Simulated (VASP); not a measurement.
# Mo (Im-3m) in VASP: single point with r2SCAN

Aim: the single point of Mo with r2SCAN.

Program: VASP 6.6.1. These are calculated values, not measurements. Logs are shortened: lines on timing, memory, paths and dates and some standing lists are left out, and cuts for length are marked.

## 1. The cell of the first run

The structure is cubic, space group Im-3m (No. 229). Conventional cell: a = 3.147 Å, b = 3.147 Å, c = 3.147 Å, α = 90.00°, β = 90.00°, γ = 90.00°. Mo (site symmetry m-3m) has 14 Mo at 2.73 to 3.15 Å within 3.6 Å.

## 2. Single point, r2SCAN

POSCAR reads:

```
Mo
1.0
   -1.5734150000      1.5734150000      1.5734150000
    1.5734150000     -1.5734150000      1.5734150000
    1.5734150000      1.5734150000     -1.5734150000
Mo
1
Direct
    0.0000000000      0.0000000000      0.0000000000
```

INCAR.step1 reads:

```
  ALGO = Normal
  EDIFF = 1E-5
  ENCUT = 550
  GGA = PE
  GGA_COMPAT = F
  ISMEAR = 1
  LASPH = T
  LCHARG = F
  LREAL = F
  LWAVE = T
  NBANDS = 13
  NELM = 120
  PREC = Accurate
  SIGMA = 0.02
```

INCAR.step2 reads:

```
  ALGO = Normal
  EDIFF = 1E-6
  ENCUT = 550
  GGA_COMPAT = F
  ISIF = 2
  ISMEAR = 1
  ISTART = 1
  LASPH = T
  LCHARG = F
  LMIXTAU = T
  LREAL = F
  LWAVE = F
  METAGGA = R2SCAN
  NBANDS = 13
  NELM = 120
  PREC = Accurate
  SIGMA = 0.02
```

KPOINTS reads:

```
k-points
0
Gamma
  11 11 11
```

Potentials or basis: VASP PAW PBE potentials, release 64 (Mo_sv).

Launch:

```bash
cat potpaw_PBE.64/Mo_sv/POTCAR > POTCAR
cp INCAR.step1 INCAR
mpirun -np 1 vasp_std > vasp.out
cp INCAR.step2 INCAR
mpirun -np 1 vasp_std > vasp.out
```

OUTCAR:

```text
EDIFF = 1E-6
   ENCUT = 550
   ISIF = 2
   ISMEAR = 1
   ISTART = 1
   LASPH = T
   LREAL = F
   METAGGA = R2SCAN
   NELM = 120
   PREC = Accurate

 ion  position               nearest neighbor table
   1  0.000  0.000  0.000-

  LATTYP: Found a body centered cubic cell.
 ALAT       =     3.1468300000

  Lattice vectors:

 A1 = (  -1.5734150000,   1.5734150000,   1.5734150000)
 A2 = (   1.5734150000,  -1.5734150000,   1.5734150000)
 A3 = (   1.5734150000,   1.5734150000,  -1.5734150000)

Analysis of symmetry for initial positions (statically):
=====================================================================
 Subroutine PRICEL returns:
 Original cell was already a primitive cell.

 Routine SETGRP: Setting up the symmetry group for a
 body centered cubic supercell.

 Subroutine GETGRP returns: Found 48 space group operations
 (whereof 48 operations were pure point group operations)
 out of a pool of 48 trial point group operations.

The static configuration has the point symmetry O_h .

Analysis of symmetry for dynamics (positions and initial velocities):
=====================================================================
 Subroutine PRICEL returns:
 Original cell was already a primitive cell.

 Routine SETGRP: Setting up the symmetry group for a
 body centered cubic supercell.

 Subroutine GETGRP returns: Found 48 space group operations
 (whereof 48 operations were pure point group operations)
 out of a pool of 48 trial point group operations.

The dynamic configuration has the point symmetry O_h .

 Subroutine INISYM returns: Found 48 space group operations
 (whereof 48 operations are pure point group operations),
 and found     1 'primitive' translations

----------------------------------------------------------------------------------------

                                     Primitive cell

  volume of cell :      15.5808

  direct lattice vectors                    reciprocal lattice vectors
    -1.573415000  1.573415000  1.573415000     0.000000000  0.317780115  0.317780115
     1.573415000 -1.573415000  1.573415000     0.317780115  0.000000000  0.317780115
     1.573415000  1.573415000 -1.573415000     0.317780115  0.317780115  0.000000000

  length of vectors
     2.725234721  2.725234721  2.725234721     0.449408949  0.449408949  0.449408949

  position of ions in fractional coordinates (direct lattice)
     0.000000000  0.000000000  0.000000000
[... 71 lines left out ...]
   LNONCOLLINEAR =      F non collinear calculations
   LSORBIT =      F    spin-orbit coupling
   LASPH  =      T    aspherical Exc in radial PAW
   ENCUT  =  550.0 eV  40.42 Ry    6.36 a.u.   5.21  5.21  5.21*2*pi/ulx,y,z
   NELM   =    120;   NELMIN=  2; NELMDL=  0     # of ELM steps
   EDIFF  = 0.1E-05   stopping-criterion for ELM
   LREAL  =      F    real-space projection
[... 7 lines left out ...]
   TEBEG  =    0.0;   TEEND  =   0.0 temperature during run
   PSTRESS=    0.0 pullay stress
   NELECT =      14.0000    total number of electrons
   NUPDOWN=      -1.0000    fix difference up-down
   EMIN   =  10.00;   EMAX   =-10.00  energy-range for DOS
   EFERMI =   0.00;   METHOD = LEGACY
   ISMEAR =     1;   SIGMA  =   0.02  broadening in eV -4-tet -1-fermi 0-gaus
   EFERMI_NEDOS =   21; number of points for ismear=-14 and -15
   IALGO  =     38    algorithm
   IMIX   =      4    mixing-type and parameters
     AMIX     =   0.40;   BMIX     =  1.00
     AMIX_MAG =   1.60;   BMIX_MAG =  1.00
  volume/ion in A,a.u.               =      15.58       105.14
  Fermi-wavevector in a.u.,A,eV,Ry     =   1.579747  2.985289 33.954710  2.495601
  Thomas-Fermi vector in A             =   2.680079
   LORBIT       =      0    0 simple, 1 ext, 2 COOP (PROOUT), +10 PAW based schemes
   METAGGA = R2SCAN    functional components
   LHFCALC =     F    Hartree Fock is set to
   AEXX    =    0.0000 exact exchange contribution
   IVDW    =     0    specifies the selected vdW correction
   LEPSILON=     F    determine dielectric tensor
   LRPA    =     F    only Hartree local field effects (RPA)
 non-spin polarized calculation
 Methfessel and Paxton  Order N= 1 SIGMA  =   0.02
  energy-cutoff  :      550.00
  volume of cell :       15.58
 maximum number of plane-waves:       470
 NGX is ok and might be reduce to    24
   NGX = 11   NGY = 11   NGZ = 11

 number of electron      14.0000002 magnetization

 Free energy of the ion-electron system (eV)
  ---------------------------------------------------
  ext. energy  EPLUGINS =         0.00000000
  ---------------------------------------------------
  free energy    TOTEN  =       -26.05063183 eV

  energy without entropy =      -26.05075111  energy(sigma->0) =      -26.05067159

 E-fermi :  12.4591     XC(G=0): -14.6615

 val. band max:       12.4549608976   @ k =  -0.1818   0.1818   0.1818
 cond. band min:      12.4788906652   @ k =  -0.3636   0.4545   0.2727
 fundamental gap:      0.0239297676
 Fermi energy:        12.4591097188

 k-point     1 :       0.0000    0.0000    0.0000
  band No.  band energies     occupation
      1     -50.6443      2.00000
      2     -23.1057      2.00000
      3     -23.1057      2.00000
      4     -23.1057      2.00000
      5       4.9263      2.00000
      6      11.1606      2.00000
      7      11.1606      2.00000
      8      11.1606      2.00000
      9      14.5138      0.00000
     10      14.5138      0.00000
     11      28.1018      0.00000
     12      28.1018      0.00000
     13      28.1018      0.00000
[... 354 lines left out ...]
  band No.  band energies     occupation
      1     -50.3318      2.00000
      2     -24.3607      2.00000
      3     -23.7951      2.00000
      4     -23.3576      2.00000
      5       8.3852      2.00000
      6       9.1805      2.00000
      7      11.5309      2.00000
      8      14.8559      0.00000
      9      15.2832      0.00000
     10      21.0973      0.00000
     11      23.6035      0.00000
     12      25.8834      0.00000
     13      28.0735      0.00000

 [... further k-points ...]
[... 5 lines left out ...]
  --------------------------------------------------------------------------------------
  -------------------------------------------------------------------------------------
  Total        0.3419892      0.3419892      0.3419892      0.0000000      0.0000000      0.0000000
  in kB       35.1668225     35.1668225     35.1668225      0.0000000      0.0000000      0.0000000
  external PRESSURE =      35.1668225 kB  Pullay stress =       0.0000000 kB

 VOLUME and BASIS-vectors are now :
 -----------------------------------------------------------------------------
  energy-cutoff  :      550.00
  volume of cell :       15.58
      direct lattice vectors                 reciprocal lattice vectors
    -1.573415000  1.573415000  1.573415000     0.000000000  0.317780115  0.317780115
     1.573415000 -1.573415000  1.573415000     0.317780115  0.000000000  0.317780115
     1.573415000  1.573415000 -1.573415000     0.317780115  0.317780115  0.000000000

 POSITION                                       TOTAL-FORCE (eV/Angst)
 -----------------------------------------------------------------------------------
      0.00000      0.00000      0.00000        -0.000000     -0.000000      0.000000
 -----------------------------------------------------------------------------------
    total drift:                                0.000000      0.000000     -0.000000

  FREE ENERGIE OF THE ION-ELECTRON SYSTEM (eV)
  ---------------------------------------------------
  free  energy   TOTEN  =       -26.0506318308 eV

  energy  without entropy=      -26.0507511141  energy(sigma->0) =      -26.05067159
```

OUTCAR.step1:

```text
EDIFF = 1E-5
   ENCUT = 550
   GGA = PE
   ISMEAR = 1
   LASPH = T
[... 600 lines left out ...]

 POSITION                                       TOTAL-FORCE (eV/Angst)
 -----------------------------------------------------------------------------------
      0.00000      0.00000      0.00000         0.000000      0.000000      0.000000
 -----------------------------------------------------------------------------------
    total drift:                                0.000000      0.000000      0.000000

  FREE ENERGIE OF THE ION-ELECTRON SYSTEM (eV)
  ---------------------------------------------------
  free  energy   TOTEN  =       -10.9062811483 eV

  energy  without entropy=      -10.9062114132  energy(sigma->0) =      -10.90625790
```

Run time: 21 s. Hardware: 1 thread of Intel Xeon Platinum 8488C (Sapphire Rapids), shared host; peak memory 0.15 GiB.

What came out:

- Free energy: -26.0506 eV
- Pressure: 3.5 GPa
- Band gap on the k mesh: zero (band 7 reaches 16.21 eV, above the bottom of band 8 at 11.16 eV)

Caveat: the PAW data sets were made with another functional, which shifts forces and pressure a little.
